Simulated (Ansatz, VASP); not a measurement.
**One calculation of KCl, two programs**

```
CELL_PARAMETERS angstrom
0.09468 3.20344 3.20344
3.20344 0.09468 3.20344
3.20344 3.20344 0.09468
ATOMIC_POSITIONS crystal
K 0.00000 0.00000 0.00000
Cl 0.50000 0.50000 0.50000
```

Change from the starting cell: equal xy, yz and zx shear strains of +3 %.

Alike in both runs: task single point; functional LDA; k mesh 7 × 7 × 7; occupations fermi-dirac, width 0.03 eV; no spin polarisation.

```csv
,VASP,Ansatz
version,VASP 6.6.1,Ansatz 0.2.0
potentials or method,"VASP PAW LDA potentials, release 64 (K_sv, Cl), cutoff 520 eV","all-electron LAPW, scalar-relativistic"
```

VASP gave:

| Property | Result |
| --- | --- |
| gap on the k mesh at the Fermi level (eV) | 4.68 |
| pressure (GPa) | -2.1 |
| traceless stress, the component that is largest in VASP (GPa) | -0.24 |

What did Ansatz give for the same quantities?

gap on the k mesh at the Fermi level (eV): 4.67; pressure (GPa): -2.1; traceless stress, the component that is largest in VASP (GPa): -0.24.

LDA's correlation is that of Perdew and Zunger in VASP and of Perdew and Wang (1992) in Ansatz. Ansatz ran all-electron here, and VASP with PAW potentials.
